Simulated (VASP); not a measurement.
# Mo (P6/mmm) in VASP: single point with PBEsol

Aim: the single point of Mo with PBEsol.

All numbers are computed with VASP 6.6.1; they aren't measurements. Logs are shortened: lines on timing, memory, paths and dates and some standing lists are left out, and cuts for length are marked.

## 1. The cell of the first run

Symmetry: P6/mmm, No. 191, hexagonal system. Conventional cell: a = 2.736 Å, b = 2.736 Å, c = 2.555 Å, α = 90.00°, β = 90.00°, γ = 120.00°. Mo (site symmetry 6/mmm) has 8 Mo at 2.56 to 2.74 Å within 3.4 Å.

## 2. Single point, PBEsol

File INCAR:

```
  PREC = Accurate
  ENCUT = 520
  EDIFF = 1E-6
  ISMEAR = 1
  SIGMA = 0.05
  LREAL = False
  LASPH = True
  NELM = 60
  ALGO = Normal
  ISIF = 2
  LWAVE = False
  LCHARG = True
  GGA = PS
  LELF = True
  LVHAR = True
  NBANDS = 13
```

File KPOINTS:

```
Automatic mesh
0
Gamma
  14 14 13
```

File POSCAR:

```
Mo
1.0
    2.7355100000      0.0000000000      0.0000000000
   -1.3677550000      2.3690210000      0.0000000000
    0.0000000000      0.0000000000      2.5551810000
Mo
1
Direct
    0.0000000000      0.0000000000      0.5000000000
```

Potentials or basis: VASP PAW PBE potentials, release 64 (Mo_sv).

On the command line:

```
> cat potpaw_PBE.64/Mo_sv/POTCAR > POTCAR
> mpirun -np 1 vasp_std > vasp.out
```

OUTCAR:

```text
PREC = Accurate
   ENCUT = 520
   EDIFF = 1E-6
   ISMEAR = 1
   LREAL = False
   LASPH = True
   NELM = 60
   ISIF = 2
   GGA = PS

 ion  position               nearest neighbor table
   1  0.000  0.000  0.500-

  LATTYP: Found a hexagonal cell.
 ALAT       =     2.7355100000
 C/A-ratio  =     0.9340784717

  Lattice vectors:

 A1 = (   2.7355100000,   0.0000000000,   0.0000000000)
 A2 = (  -1.3677550000,   2.3690210000,   0.0000000000)
 A3 = (   0.0000000000,   0.0000000000,   2.5551810000)

Analysis of symmetry for initial positions (statically):
=====================================================================
 Subroutine PRICEL returns:
 Original cell was already a primitive cell.

 Routine SETGRP: Setting up the symmetry group for a
 hexagonal supercell.

 Subroutine GETGRP returns: Found 24 space group operations
 (whereof 24 operations were pure point group operations)
 out of a pool of 24 trial point group operations.

The static configuration has the point symmetry D_6h.

Analysis of symmetry for dynamics (positions and initial velocities):
=====================================================================
 Subroutine PRICEL returns:
 Original cell was already a primitive cell.

 Routine SETGRP: Setting up the symmetry group for a
 hexagonal supercell.

 Subroutine GETGRP returns: Found 24 space group operations
 (whereof 24 operations were pure point group operations)
 out of a pool of 24 trial point group operations.

The dynamic configuration has the point symmetry D_6h.

 Subroutine INISYM returns: Found 24 space group operations
 (whereof 24 operations are pure point group operations),
 and found     1 'primitive' translations

----------------------------------------------------------------------------------------

                                     Primitive cell

  volume of cell :      16.5588

  direct lattice vectors                    reciprocal lattice vectors
     2.735510000  0.000000000  0.000000000     0.365562546  0.211057648  0.000000000
    -1.367755000  2.369021000  0.000000000     0.000000000  0.422115296  0.000000000
     0.000000000  0.000000000  2.555181000     0.000000000  0.000000000  0.391361708

  length of vectors
     2.735510000  2.735509868  2.555181000     0.422115275  0.422115296  0.391361708

  position of ions in fractional coordinates (direct lattice)
     0.000000000  0.000000000  0.500000000

  ion indices of the primitive-cell ions
   primitive index   ion index
                 1           1

----------------------------------------------------------------------------------------

 KPOINTS: Automatic mesh

Automatic generation of k-mesh.
 Grid dimensions read from file:
 generate k-points for:   14   14   13

 Generating k-lattice:

  Cartesian coordinates                     Fractional coordinates (reciprocal lattice)
     0.026111610  0.015075546  0.000000000     0.071428571  0.000000000  0.000000000
     0.000000000  0.030151093  0.000000000     0.000000000  0.071428571  0.000000000
     0.000000000  0.000000000  0.030104747     0.000000000  0.000000000  0.076923077

  Length of vectors
     0.030151091  0.030151093  0.030104747

  Shift w.r.t. Gamma in fractional coordinates (k-lattice)
     0.000000000  0.000000000  0.000000000

 Subroutine IBZKPT returns following result:
 ===========================================

 Found    168 irreducible k-points:

 Following reciprocal coordinates:
            Coordinates               Weight
  0.000000  0.000000  0.000000      1.000000
  0.071429  0.000000  0.000000      6.000000
  0.142857  0.000000  0.000000      6.000000
  0.214286  0.000000  0.000000      6.000000
  0.285714  0.000000  0.000000      6.000000
  0.357143  0.000000  0.000000      6.000000
[... 16 lines left out ...]
  0.285714  0.285714  0.000000      6.000000
  0.357143  0.285714  0.000000      6.000000
 [... further k-points ...]
   k-points           NKPTS =    168   k-points in BZ     NKDIM =    168   number of bands    NBANDS=     13
   number of dos      NEDOS =    301   number of ions     NIONS =      1
   total plane-waves  NPLWV =   8000
   dimension x,y,z NGX =    20 NGY =   20 NGZ =   20
   dimension x,y,z NGXF=    40 NGYF=   40 NGZF=   40
   ions per type =               1
   NGX,Y,Z   is equivalent  to a cutoff of  12.15, 12.15, 13.01 a.u.
   NGXF,Y,Z  is equivalent  to a cutoff of  24.31, 24.31, 26.02 a.u.
 SYSTEM =  unknown system
   PREC   = accura    normal or accurate (medium, high low for compatibility)
   ISTART =      0    job   : 0-new  1-cont  2-samecut
   ICHARG =      2    charge: 1-file 2-atom 10-const
   ISPIN  =      1    spin polarized calculation?
   LNONCOLLINEAR =      F non collinear calculations
   LSORBIT =      F    spin-orbit coupling
   LASPH  =      T    aspherical Exc in radial PAW
   ENCUT  =  520.0 eV  38.22 Ry    6.18 a.u.   5.09  5.09  4.75*2*pi/ulx,y,z
   NELM   =     60;   NELMIN=  2; NELMDL= -5     # of ELM steps
   EDIFF  = 0.1E-05   stopping-criterion for ELM
   LREAL  =      F    real-space projection
   EDIFFG = 0.1E-04   stopping-criterion for IOM
   NSW    =      0    number of steps for IOM
   IBRION =     -1    ionic relax: 0-MD 1-quasi-New 2-CG
   NFREE  =      0    steps in history (QN), initial steepest desc. (CG)
   ISIF   =      2    stress and relaxation
   ISYM   =      2    0-nonsym 1-usesym 2-fastsym
   POTIM  = 0.5000    time-step for ionic-motion
   TEBEG  =    0.0;   TEEND  =   0.0 temperature during run
   PSTRESS=    0.0 pullay stress
   NELECT =      14.0000    total number of electrons
   NUPDOWN=      -1.0000    fix difference up-down
   EMIN   =  10.00;   EMAX   =-10.00  energy-range for DOS
   EFERMI =   0.00;   METHOD = LEGACY
   ISMEAR =     1;   SIGMA  =   0.05  broadening in eV -4-tet -1-fermi 0-gaus
   EFERMI_NEDOS =   21; number of points for ismear=-14 and -15
   IALGO  =     38    algorithm
   IMIX   =      4    mixing-type and parameters
     AMIX     =   0.40;   BMIX     =  1.00
     AMIX_MAG =   1.60;   BMIX_MAG =  1.00
  volume/ion in A,a.u.               =      16.56       111.74
  Fermi-wavevector in a.u.,A,eV,Ry     =   1.548013  2.925320 32.604234  2.396344
  Thomas-Fermi vector in A             =   2.653024
   LORBIT       =      0    0 simple, 1 ext, 2 COOP (PROOUT), +10 PAW based schemes
   GGA     = PS    functional components
   LHFCALC =     F    Hartree Fock is set to
   AEXX    =    0.0000 exact exchange contribution
   IVDW    =     0    specifies the selected vdW correction
   LEPSILON=     F    determine dielectric tensor
   LRPA    =     F    only Hartree local field effects (RPA)
 non-spin polarized calculation
 Methfessel and Paxton  Order N= 1 SIGMA  =   0.05
  energy-cutoff  :      520.00
  volume of cell :       16.56
 maximum number of plane-waves:       460
   NGX = 11   NGY = 11   NGZ =  9

 number of electron      14.0000002 magnetization

 Free energy of the ion-electron system (eV)
  ---------------------------------------------------
  ext. energy  EPLUGINS =         0.00000000
  ---------------------------------------------------
  free energy    TOTEN  =       -10.86453096 eV

  energy without entropy =      -10.86447534  energy(sigma->0) =      -10.86451242

 E-fermi :  11.3726     XC(G=0): -13.1176

 val. band max:       11.3355272884   @ k =   0.5000   0.0000   0.3846
 cond. band min:      11.3881957186   @ k =   0.4286   0.0000   0.3846
 fundamental gap:      0.0526684302
 Fermi energy:        11.3725544074

 k-point     1 :       0.0000    0.0000    0.0000
  band No.  band energies     occupation
      1     -49.5176      2.00000
      2     -22.8239      2.00000
      3     -22.8239      2.00000
      4     -22.7497      2.00000
      5       4.6071      2.00000
      6       7.1269      2.00000
      7      10.5194      2.00000
      8      10.5194      2.00000
      9      15.5537      0.00000
     10      15.5537      0.00000
     11      24.4207      0.00000
     12      27.1600      0.00000
     13      31.9646      0.00000

 k-point     2 :       0.0714    0.0000    0.0000
  band No.  band energies     occupation
      1     -49.5067      2.00000
      2     -22.8971      2.00000
      3     -22.8402      2.00000
      4     -22.7420      2.00000
      5       4.8069      2.00000
      6       7.2134      2.00000
      7      10.3215      2.00000
      8      10.7039      2.00000
      9      15.3349      0.00000
     10      15.5180      0.00000
     11      24.8778      0.00000
     12      27.5641      0.00000
     13      30.8842      0.00000

 k-point     3 :       0.1429    0.0000    0.0000
  band No.  band energies     occupation
      1     -49.4758      2.00000
      2     -23.0994      2.00000
      3     -22.8858      2.00000
      4     -22.7205      2.00000
      5       5.3524      2.00000
      6       7.4563      2.00000
      7       9.8701      2.00000
      8      11.2452      2.00187
      9      14.7781      0.00000
     10      15.4194      0.00000
     11      26.0012      0.00000
     12      28.6525      0.00000
     13      29.0562      0.00000
[... 305 lines left out ...]
 k-point    23 :       0.2857    0.2857    0.0000
  band No.  band energies     occupation
      1     -49.2712      2.00000
      2     -23.9436      2.00000
      3     -23.5887      2.00000
      4     -22.5794      2.00000
      5       8.4431      2.00000
      6       8.7611      2.00000
      7       9.7723      2.00000
      8      12.9725      0.00000
      9      13.7804      0.00000
     10      18.2211      0.00000
     11      20.5215      0.00000
     12      21.4078      0.00000
     13      30.5018      0.00000

 k-point    24 :       0.3571    0.2857    0.0000
  band No.  band energies     occupation
      1     -49.2640      2.00000
      2     -23.8981      2.00000
      3     -23.6883      2.00000
      4     -22.5745      2.00000
      5       8.5185      2.00000
      6       8.9250      2.00000
      7       9.8244      2.00000
      8      13.0814      0.00000
      9      13.5521      0.00000
     10      19.0614      0.00000
     11      19.9809      0.00000
     12      20.6045      0.00000
     13      31.2690      0.00000

 [... further k-points ...]
[... 5 lines left out ...]
  --------------------------------------------------------------------------------------
  -------------------------------------------------------------------------------------
  Total       -0.1357196     -0.1357195     -0.6433805      0.0000000      0.0000000      0.0000000
  in kB      -13.1317961    -13.1317944    -62.2514658      0.0000000      0.0000000      0.0000000
  external PRESSURE =     -29.5050188 kB  Pullay stress =       0.0000000 kB

 VOLUME and BASIS-vectors are now :
 -----------------------------------------------------------------------------
  energy-cutoff  :      520.00
  volume of cell :       16.56
      direct lattice vectors                 reciprocal lattice vectors
     2.735510000  0.000000000  0.000000000     0.365562546  0.211057648  0.000000000
    -1.367755000  2.369021000  0.000000000     0.000000000  0.422115296  0.000000000
     0.000000000  0.000000000  2.555181000     0.000000000  0.000000000  0.391361708

 POSITION                                       TOTAL-FORCE (eV/Angst)
 -----------------------------------------------------------------------------------
      0.00000      0.00000      1.27759        -0.000000      0.000000      0.000000
 -----------------------------------------------------------------------------------
    total drift:                               -0.000000      0.000000     -0.000000

  FREE ENERGIE OF THE ION-ELECTRON SYSTEM (eV)
  ---------------------------------------------------
  free  energy   TOTEN  =       -10.8645309553 eV

  energy  without entropy=      -10.8644753376  energy(sigma->0) =      -10.86451242
```

Wall time 10 s (1 thread of Intel Xeon 6975P-C (Granite Rapids), shared host); peak memory 0.15 GiB.

Results:

| Property | Result |
| --- | --- |
| Free energy | -10.8645 eV |
| Pressure | -3.0 GPa |
| Band gap on the k mesh | zero (band 7 reaches 12.41 eV, above the bottom of band 8 at 10.52 eV) |

Levels at points of the mesh, in eV from the Fermi level:
```
           k point  band 4  band 5  band 6  band 7  band 8  band 9  band 10  band 11
(0.00, 0.00, 0.00)  -34.12   -6.77   -4.25   -0.85   -0.85    4.18     4.18    13.05
(0.50, 0.00, 0.00)  -33.97   -4.88   -3.05    1.03    1.09    3.51     4.49    10.21
```

Caveat: the PAW data sets were made with another functional, which shifts forces and pressure a little.
